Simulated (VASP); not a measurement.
Here is a VASP 6.6.1 calculation.

File POSCAR:

```
Zn
1.0
   -1.5998102441      1.5998102441      1.5998102441
    1.5998102441     -1.5998102441      1.5998102441
    1.5998102441      1.5998102441     -1.5998102441
Zn
1
Direct
    0.0000000000      0.0000000000      0.0000000000
```

The input INCAR.step1:

```
SYSTEM = Zn
  ALGO = Normal
  EDIFF = 1E-5
  ENCUT = 520
  GGA = PE
  ISIF = 2
  ISMEAR = -1
  LASPH = .True.
  LCHARG = .False.
  LREAL = .False.
  LWAVE = .True.
  NBANDS = 12
  NELM = 60
  PREC = Accurate
  SIGMA = 0.05
```

The input INCAR.step2:

```
SYSTEM = Zn
  AEXX = 0.1
  ALGO = Normal
  EDIFF = 1E-7
  ENCUT = 520
  ISIF = 2
  ISMEAR = -1
  ISTART = 1
  LASPH = .True.
  LCHARG = .False.
  LHFCALC = .True.
  LMIXTAU = .True.
  LREAL = .False.
  LWAVE = .False.
  METAGGA = R2SCAN
  NBANDS = 12
  NELM = 60
  PREC = Accurate
  PRECFOCK = Normal
  SIGMA = 0.05
```

The input KPOINTS:

```
k-points
0
Gamma
  6 6 6
  0 0 0
```

Potentials or basis: VASP PAW PBE potentials, release 64 (Zn).

Command:

```sh
$ cat potpaw_PBE.64/Zn/POTCAR > POTCAR
$ cp INCAR.step1 INCAR
$ mpirun -np 1 vasp_std > vasp.out
$ cp INCAR.step2 INCAR
$ mpirun -np 1 vasp_std > vasp.out
```

Q: Predict the pressure.

A: -7.0 GPa.

Q: Estimate the band gap on the k mesh.

A: Zero (bands 6 and 7 overlap by 5.90 eV).

Caveat: the k points lie up to 0.46 Å⁻¹ apart, too coarse for converged energies and pressures of a metal; the PAW data sets were made with another functional, which shifts forces and pressure a little.
